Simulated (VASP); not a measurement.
Re:

```
Re
1.0
     0.00000    2.54122    2.54122
     2.54122    0.00000    2.54122
     2.54122    2.54122    0.00000
Re
2
Direct
  0.87500 0.87500 0.87500
  0.12500 0.12500 0.12500
```

This cell differs from its parent crystal: volume scaled by 0.75.

Base run:

```yaml
Program: VASP 6.6.1
Functional: PBEsol
Potentials_or_basis: VASP PAW PBE potentials, release 64 (Re)
Cutoff: 520 eV
k_mesh: 12 × 12 × 12
Occupations: fermi-dirac, width 0.05 eV
Spin: no spin polarisation
```

Its results: band gap on the k mesh zero (band 7 reaches 7.34 eV, above the bottom of band 8 at 5.47 eV); pressure 91.1 GPa.

Problem. The run is repeated on the same cell with these changes: potentials or basis from VASP PAW PBE potentials, release 64 (Re) to VASP PAW PBE potentials, release 64 (Re_sv_GW); cutoff from 520 eV to 500 eV; further incar settings from ALGO = Normal; EDIFF = 1e-06; NBANDS = 14 to ALGO = Normal; EDIFF = 1e-06; NBANDS = 22; valence electrons from 14 to 30. What comes out?

Solution. Band gap on the k mesh zero (band 15 reaches 11.92 eV, above the bottom of band 16 at 9.98 eV); pressure 97.8 GPa.

Caveats: the PAW data sets were made with another functional, which shifts forces and pressure a little; spin-orbit coupling is left out, which moves the levels of the heavy elements.
